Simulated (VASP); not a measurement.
# ZnS in VASP: single point with PBEsol

Aim: the single point of ZnS with PBEsol.

Everything below comes from runs of VASP 6.6.1. Logs are shortened: lines on timing, memory, paths and dates and some standing lists are left out, and cuts for length are marked.

## (1) The cell of the first run

The cell holds a slab with vacuum, 16 atoms: a = 3.782 Å, b = 6.209 Å, c = 25.916 Å, α = 90.00°, β = 90.00°, γ = 90.00°.

## (2) Single point, PBEsol

INCAR

```
SYSTEM = ZnS
PREC = Accurate ; ENCUT = 520
EDIFF = 1E-6 ; ISMEAR = 0
SIGMA = 0.05 ; LREAL = Auto
LASPH = .True. ; NELM = 60
ALGO = Normal ; ISIF = 2
LWAVE = .False. ; LCHARG = .False.
LDIPOL = .True. ; IDIPOL = 3
DIPOL = 0.5 0.5 0.500 ; GGA = PS
NBANDS = 86
```

KPOINTS

```
regular mesh
0
Gamma
  7 5 1
  0 0 0
```

POSCAR

```
ZnS
1.0
    3.7815694933      0.0000000000      0.0000000000
    0.0000000000      6.2089941857      0.0000000000
    0.0000000000      0.0000000000     25.9164508246
Zn S
8 8
Direct
    0.0000000000      0.9476924870      0.3095687175
    0.5000000000      0.5118683167      0.3270081009
    0.5000000000      1.0004301441      0.4175933899
    0.0000000000      0.5039407938      0.4563928822
    0.0000000000      1.0039407514      0.5436071202
    0.5000000000      0.5004300866      0.5824066063
    0.5000000000      1.0118682235      0.6729918976
    0.0000000000      0.4476923698      0.6904312839
    0.0000000000      0.6118687224      0.2829093616
    0.5000000000      0.1289309397      0.3321157969
    0.5000000000      0.6265034110      0.4141113718
    0.0000000000      0.1287654932      0.4588894275
    0.0000000000      0.6287654613      0.5411105666
    0.5000000000      0.1265033459      0.5858886241
    0.5000000000      0.6289308523      0.6678842089
    0.0000000000      0.1118686013      0.7170906443
```

Potentials or basis: VASP PAW PBE potentials, release 64 (Zn, S).

On the command line:

```console
$ cat potpaw_PBE.64/Zn/POTCAR potpaw_PBE.64/S/POTCAR > POTCAR
$ mpirun -np 1 vasp_std > vasp.out
```

OUTCAR:

```text
SYSTEM = ZnS
   PREC = Accurate
   ENCUT = 520
   EDIFF = 1E-6
   ISMEAR = 0
   LREAL = Auto
   LASPH = .True.
   NELM = 60
   ISIF = 2
   GGA = PS

 ion  position               nearest neighbor table
   1  0.000  0.948  0.310-   9 2.20  10 2.28  10 2.28
   2  0.500  0.512  0.327-   9 2.29   9 2.29  11 2.37  10 2.38
   3  0.500  0.000  0.418-  12 2.31  12 2.31  11 2.32  10 2.35
   4  0.000  0.504  0.456-  11 2.31  11 2.31  13 2.33  12 2.33
   5  0.000  0.004  0.544-  14 2.31  14 2.31  12 2.33  13 2.33
   6  0.500  0.500  0.582-  13 2.31  13 2.31  14 2.32  15 2.35
   7  0.500  0.012  0.673-  16 2.29  16 2.29  14 2.37  15 2.38
   8  0.000  0.448  0.690-  16 2.20  15 2.28  15 2.28
   9  0.000  0.612  0.283-   1 2.20   2 2.29   2 2.29
  10  0.500  0.129  0.332-   1 2.28   1 2.28   3 2.35   2 2.38
  11  0.500  0.627  0.414-   4 2.31   4 2.31   3 2.32   2 2.37
  12  0.000  0.129  0.459-   3 2.31   3 2.31   5 2.33   4 2.33
  13  0.000  0.629  0.541-   6 2.31   6 2.31   4 2.33   5 2.33
  14  0.500  0.127  0.586-   5 2.31   5 2.31   6 2.32   7 2.37
  15  0.500  0.629  0.668-   8 2.28   8 2.28   6 2.35   7 2.38
  16  0.000  0.112  0.717-   8 2.20   7 2.29   7 2.29

  LATTYP: Found a simple orthorhombic cell.
 ALAT       =     3.7815694933
 B/A-ratio  =     1.6419093175
 C/A-ratio  =     6.8533583398

  Lattice vectors:

 A1 = (   3.7815694933,   0.0000000000,   0.0000000000)
 A2 = (   0.0000000000,   6.2089941857,   0.0000000000)
 A3 = (   0.0000000000,   0.0000000000,  25.9164508246)

Analysis of symmetry for initial positions (statically):
=====================================================================
 Subroutine PRICEL returns:
 Original cell was already a primitive cell.

 Routine SETGRP: Setting up the symmetry group for a
 simple orthorhombic supercell.

 Subroutine GETGRP returns: Found  4 space group operations
 (whereof  2 operations were pure point group operations)
 out of a pool of  8 trial point group operations.

The static configuration has the point symmetry C_1h.
 The point group associated with its full space group is C_2v.

Analysis of symmetry for dynamics (positions and initial velocities):
=====================================================================
 Subroutine PRICEL returns:
 Original cell was already a primitive cell.

 Routine SETGRP: Setting up the symmetry group for a
 simple orthorhombic supercell.

 Subroutine GETGRP returns: Found  4 space group operations
 (whereof  2 operations were pure point group operations)
 out of a pool of  8 trial point group operations.

The dynamic configuration has the point symmetry C_1h.
 The point group associated with its full space group is C_2v.

 Subroutine INISYM returns: Found  4 space group operations
 (whereof  2 operations are pure point group operations),
 and found     1 'primitive' translations

----------------------------------------------------------------------------------------

                                     Primitive cell

  volume of cell :     608.5116

  direct lattice vectors                    reciprocal lattice vectors
     3.781569493  0.000000000  0.000000000     0.264440466  0.000000000  0.000000000
     0.000000000  6.208994186  0.000000000     0.000000000  0.161056682  0.000000000
     0.000000000  0.000000000 25.916450825     0.000000000  0.000000000  0.038585530

  length of vectors
     3.781569493  6.208994186 25.916450825     0.264440466  0.161056682  0.038585530

  position of ions in fractional coordinates (direct lattice)
     0.000000000  0.947692487  0.309568717
     0.500000000  0.511868317  0.327008101
     0.500000000  0.000430144  0.417593390
     0.000000000  0.503940794  0.456392882
     0.000000000  0.003940751  0.543607120
     0.500000000  0.500430087  0.582406606
[... 8 lines left out ...]
     0.500000000  0.628930852  0.667884209
     0.000000000  0.111868601  0.717090644

  ion indices of the primitive-cell ions
   primitive index   ion index
                 1           1
                 2           2
                 3           3
                 4           4
                 5           5
                 6           6
[... 8 lines left out ...]
                15          15
                16          16

----------------------------------------------------------------------------------------

 KPOINTS: regular mesh

Automatic generation of k-mesh.
 Grid dimensions read from file:
 generate k-points for:    7    5    1

 Generating k-lattice:

  Cartesian coordinates                     Fractional coordinates (reciprocal lattice)
     0.037777209  0.000000000  0.000000000     0.142857143  0.000000000  0.000000000
     0.000000000  0.032211336  0.000000000     0.000000000  0.200000000  0.000000000
     0.000000000  0.000000000  0.038585530     0.000000000  0.000000000  1.000000000

  Length of vectors
     0.037777209  0.032211336  0.038585530

  Shift w.r.t. Gamma in fractional coordinates (k-lattice)
     0.000000000  0.000000000  0.000000000

 Subroutine IBZKPT returns following result:
 ===========================================

 Found     12 irreducible k-points:

 Following reciprocal coordinates:
            Coordinates               Weight
  0.000000  0.000000  0.000000      1.000000
  0.142857  0.000000  0.000000      2.000000
  0.285714  0.000000  0.000000      2.000000
  0.428571  0.000000  0.000000      2.000000
  0.000000  0.200000  0.000000      2.000000
  0.142857  0.200000  0.000000      4.000000
  0.285714  0.200000  0.000000      4.000000
  0.428571  0.200000  0.000000      4.000000
  0.000000  0.400000  0.000000      2.000000
  0.142857  0.400000  0.000000      4.000000
  0.285714  0.400000  0.000000      4.000000
  0.428571  0.400000  0.000000      4.000000
   k-points           NKPTS =     12   k-points in BZ     NKDIM =     12   number of bands    NBANDS=     86
   number of dos      NEDOS =    301   number of ions     NIONS =     16
   total plane-waves  NPLWV = 263424
   dimension x,y,z NGX =    28 NGY =   48 NGZ =  196
   dimension x,y,z NGXF=    56 NGYF=   96 NGZF=  392
   ions per type =               8   8
   NGX,Y,Z   is equivalent  to a cutoff of  12.31, 12.85, 12.57 a.u.
   NGXF,Y,Z  is equivalent  to a cutoff of  24.62, 25.70, 25.15 a.u.
 SYSTEM =  ZnS
   PREC   = accura    normal or accurate (medium, high low for compatibility)
   ISTART =      0    job   : 0-new  1-cont  2-samecut
   ICHARG =      2    charge: 1-file 2-atom 10-const
   ISPIN  =      1    spin polarized calculation?
   LNONCOLLINEAR =      F non collinear calculations
   LSORBIT =      F    spin-orbit coupling
   LASPH  =      T    aspherical Exc in radial PAW
   ENCUT  =  520.0 eV  38.22 Ry    6.18 a.u.   7.03 11.54 48.19*2*pi/ulx,y,z
   NELM   =     60;   NELMIN=  2; NELMDL= -5     # of ELM steps
   EDIFF  = 0.1E-05   stopping-criterion for ELM
   LREAL  =      T    real-space projection
   EDIFFG = 0.1E-04   stopping-criterion for IOM
   NSW    =      0    number of steps for IOM
   IBRION =     -1    ionic relax: 0-MD 1-quasi-New 2-CG
   NFREE  =      0    steps in history (QN), initial steepest desc. (CG)
   ISIF   =      2    stress and relaxation
   ISYM   =      2    0-nonsym 1-usesym 2-fastsym
   POTIM  = 0.5000    time-step for ionic-motion
   TEBEG  =    0.0;   TEEND  =   0.0 temperature during run
   PSTRESS=    0.0 pullay stress
   NELECT =     144.0000    total number of electrons
   NUPDOWN=      -1.0000    fix difference up-down
   EMIN   =  10.00;   EMAX   =-10.00  energy-range for DOS
   EFERMI =   0.00;   METHOD = LEGACY
   ISMEAR =     0;   SIGMA  =   0.05  broadening in eV -4-tet -1-fermi 0-gaus
   EFERMI_NEDOS =   21; number of points for ismear=-14 and -15
   IALGO  =     38    algorithm
   IMIX   =      4    mixing-type and parameters
     AMIX     =   0.40;   BMIX     =  1.00
     AMIX_MAG =   1.60;   BMIX_MAG =  1.00
  volume/ion in A,a.u.               =      38.03       256.65
  Fermi-wavevector in a.u.,A,eV,Ry     =   1.012603  1.913543 13.950946  1.025366
  Thomas-Fermi vector in A             =   2.145723
   LORBIT       =      0    0 simple, 1 ext, 2 COOP (PROOUT), +10 PAW based schemes
   GGA     = PS    functional components
   LHFCALC =     F    Hartree Fock is set to
   AEXX    =    0.0000 exact exchange contribution
   IVDW    =     0    specifies the selected vdW correction
   LEPSILON=     F    determine dielectric tensor
   LRPA    =     F    only Hartree local field effects (RPA)
 non-spin polarized calculation
 Gauss-broadening in eV      SIGMA  =   0.05
  energy-cutoff  :      520.00
  volume of cell :      608.51
 maximum number of plane-waves:     16434
   NGX = 15   NGY = 23   NGZ = 97

 number of electron     144.0000039 magnetization

 dipolmoment           0.000000      0.000000      0.000001 electrons x Angstroem

 Free energy of the ion-electron system (eV)
  ---------------------------------------------------
  ext. energy  EPLUGINS =         0.00000000
  ---------------------------------------------------
  free energy    TOTEN  =       -59.28146713 eV

  energy without entropy =      -59.28146713  energy(sigma->0) =      -59.28146713

 E-fermi :  -1.5501     XC(G=0):  -5.4729

 val. band max:       -1.7697518424   @ k =   0.0000   0.0000   0.0000
 cond. band min:       0.4691394106   @ k =   0.0000   0.0000   0.0000
 fundamental gap:      2.2388912530
 Fermi energy:        -1.5500730460

 k-point     1 :       0.0000    0.0000    0.0000
  band No.  band energies     occupation
      1     -15.1263      2.00000
      2     -14.8927      2.00000
      3     -14.5628      2.00000
      4     -14.2782      2.00000
      5     -14.1276      2.00000
      6     -13.9574      2.00000
[... 76 lines left out ...]
     83       3.7052      0.00000
     84       3.7874      0.00000

 k-point     2 :       0.1429    0.0000    0.0000
  band No.  band energies     occupation
      1     -15.0221      2.00000
      2     -14.8002      2.00000
      3     -14.4876      2.00000
      4     -14.2110      2.00000
      5     -14.0747      2.00000
      6     -13.9270      2.00000
[... 859 lines left out ...]
     83       3.6960      0.00000
     84       3.7856      0.00000

 k-point    12 :       0.4286    0.4000    0.0000
  band No.  band energies     occupation
      1     -14.2625      2.00000
      2     -14.2331      2.00000
      3     -14.1308      2.00000
      4     -14.0390      2.00000
      5     -13.9644      2.00000
      6     -13.9614      2.00000
[... 76 lines left out ...]
     83       3.3539      0.00000
     84       3.5719      0.00000
 [bands above 84 left out]

------------------------ aborting loop because EDIFF is reached ----------------------------------------

 vacuum level on the upper side and lower side of the slab       (xc-potential included)        -0.146        -0.146

  FORCE on cell =-STRESS in cart. coord.  units (eV):
  Direction    XX          YY          ZZ          XY          YZ          ZX
  --------------------------------------------------------------------------------------
  -------------------------------------------------------------------------------------
  Total       -0.5841296      0.2313907      0.1631999      0.0000000      0.0000000      0.0000000
  in kB       -1.5379807      0.6092390      0.4296962      0.0000000      0.0000000      0.0000000
  external PRESSURE =      -0.1663485 kB  Pullay stress =       0.0000000 kB

 VOLUME and BASIS-vectors are now :
 -----------------------------------------------------------------------------
  energy-cutoff  :      520.00
  volume of cell :      608.51
      direct lattice vectors                 reciprocal lattice vectors
     3.781569493  0.000000000  0.000000000     0.264440466  0.000000000  0.000000000
     0.000000000  6.208994186  0.000000000     0.000000000  0.161056682  0.000000000
     0.000000000  0.000000000 25.916450825     0.000000000  0.000000000  0.038585530

 POSITION                                       TOTAL-FORCE (eV/Angst)
 -----------------------------------------------------------------------------------
      0.00000      5.88422      8.02292         0.000000     -0.001706     -0.002215
      1.89078      3.17819      8.47489         0.000000      0.000902     -0.003081
      1.89078      0.00267     10.82254         0.000000      0.012430      0.011758
      0.00000      3.12897     11.82808         0.000000     -0.003417      0.006989
      0.00000      0.02447     14.08837         0.000000     -0.003417     -0.006989
      1.89078      3.10717     15.09391         0.000000      0.012430     -0.011758
[... 8 lines left out ...]
      1.89078      3.90503     17.30919         0.000000     -0.002317      0.006734
      0.00000      0.69459     18.58444         0.000000     -0.005628      0.015477
 -----------------------------------------------------------------------------------
    total drift:                                0.000000     -0.000355      0.000267

  FREE ENERGIE OF THE ION-ELECTRON SYSTEM (eV)
  ---------------------------------------------------
  free  energy   TOTEN  =       -59.2814671279 eV

  energy  without entropy=      -59.2814671279  energy(sigma->0) =      -59.28146713

 vacuum level on the upper side and lower side of the slab         4.051         4.051
```

Wall time 36 min (1 thread of Intel Xeon Platinum 8259CL at 2.50GHz (Skylake/Cascade Lake), shared host); peak memory 0.78 GiB.

What came out:

* Free energy: -59.2815 eV
* Largest force: 0.017 eV/Å
* Band gap on the k mesh: 2.24 eV

Forces in eV/Å, atoms in the order of the input:
```
Zn   0.000 -0.002 -0.002
Zn   0.000  0.001 -0.003
Zn   0.000  0.012  0.012
Zn   0.000 -0.003  0.007
Zn   0.000 -0.003 -0.007
Zn   0.000  0.012 -0.012
Zn   0.000  0.001  0.003
Zn   0.000 -0.002  0.002
S    0.000 -0.006 -0.015
S    0.000 -0.002 -0.007
S    0.000  0.003 -0.008
S    0.000 -0.003 -0.006
S    0.000 -0.003  0.006
S    0.000  0.003  0.008
S    0.000 -0.002  0.007
S    0.000 -0.006  0.015
```

Caveat: the PAW data sets were made with another functional, which shifts forces and pressure a little.
